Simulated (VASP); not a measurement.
CsLiCr2Te2S3:

```
Cs Li Cr Te S
1.0
     3.60358    0.00000    0.00000
    -1.80179    3.12079    0.00000
     0.00000    0.00000   19.06651
Cs Li Cr Te S
1 1 2 2 3
Direct
  0.00000 0.00000 0.37399
  0.66667 0.33333 0.01607
  0.00000 0.00000 0.86637
  0.33333 0.66667 0.16833
  0.33333 0.66667 0.53891
  0.66667 0.33333 0.77276
  0.00000 0.00000 0.10030
  0.33333 0.66667 0.92920
  0.66667 0.33333 0.23408
```

```yaml
Program: VASP 6.6.1
Task: relaxation of cell and atoms
Functional: LDA
Potentials_or_basis: VASP PAW LDA potentials, release 64 (Cs_sv, Li_sv, Cr_pv, Te, S)
Cutoff: 600 eV
k_mesh: 6 × 6 × 1
Occupations: fermi-dirac, width 0.05 eV
Spin: collinear spin, ferromagnetic start
Starting_moments: "[0.0, 0.0, 3.0, 3.0, 0.0, 0.0, 0.0, 0.0, 0.0] μB"
```

At the start: pressure -5.0 GPa; volume 23.82 Å³/atom.

Question: How do energy, volume and symmetry change on relaxing?

Answer: Over 47 steps the energy falls by 41.8 meV/atom and the volume is 20.87 Å³/atom (-12.4 %); space group P3m1 (No. 156, to 0.05 Å); moment 5.42 μB per cell.

Step by step:
```tsv
step	energy change (eV)	largest force (eV/Å)	pressure (GPa)	volume (Å³)
1	0.0000	0.6476	-4.99	214.42
3	-0.3072	0.3267	-0.15	197.39
5	-0.3274	0.2729	0.01	194.62
7	-0.3324	0.1137	-0.09	194.72
9	-0.3364	0.1100	0.11	193.27
11	-0.3384	0.1048	0.28	192.53
13	-0.3413	0.0957	0.04	192.38
15	-0.3465	0.0876	-0.28	192.76
17	-0.3473	0.1276	-0.47	193.00
19	-0.3506	0.1251	-0.26	192.15
21	-0.3535	0.1852	0.13	190.72
23	-0.3616	0.1755	0.22	189.13
25	-0.3663	0.0865	-0.41	190.03
27	-0.3697	0.1823	-0.12	188.12
29	-0.3722	0.0843	0.06	187.72
31	-0.3737	0.0791	0.12	187.55
33	-0.3747	0.0533	-0.06	188.04
35	-0.3753	0.0512	0.01	187.90
37	-0.3753	0.0438	0.04	187.95
39	-0.3756	0.0321	0.02	187.96
41	-0.3758	0.0182	-0.05	188.12
43	-0.3759	0.0132	-0.02	187.84
45	-0.3759	0.0130	0.05	187.77
47	-0.3759	0.0083	0.00	187.79
```

Final structure:
```yaml
crystal:
  lattice:
    - [3.49142, -0.00001, 0.00002]
    - [-1.74572, 3.02365, -0.00002]
    - [0.00009, -0.00005, 17.78834]
  atoms:
    - { symbol: Cs, position: [0.00000, 0.00000, 0.38264] }
    - { symbol: Li, position: [0.66667, 0.33333, 0.01285] }
    - { symbol: Cr, position: [0.00000, 0.00000, 0.85864] }
    - { symbol: Cr, position: [0.33333, 0.66667, 0.16994] }
    - { symbol: Te, position: [0.33333, 0.66667, 0.55749] }
    - { symbol: Te, position: [0.66667, 0.33333, 0.75958] }
    - { symbol: S, position: [0.00000, 0.00000, 0.09791] }
    - { symbol: S, position: [0.33334, 0.66666, 0.92232] }
    - { symbol: S, position: [0.66667, 0.33333, 0.23863] }
```

Caveat: the cutoff is under 1.25 times the usual one of these potentials, so pressure, stress and relaxed cells hold a basis-set (Pulay) error; only a ferromagnetic start was run, and an antiferromagnetic order may lie lower in energy.
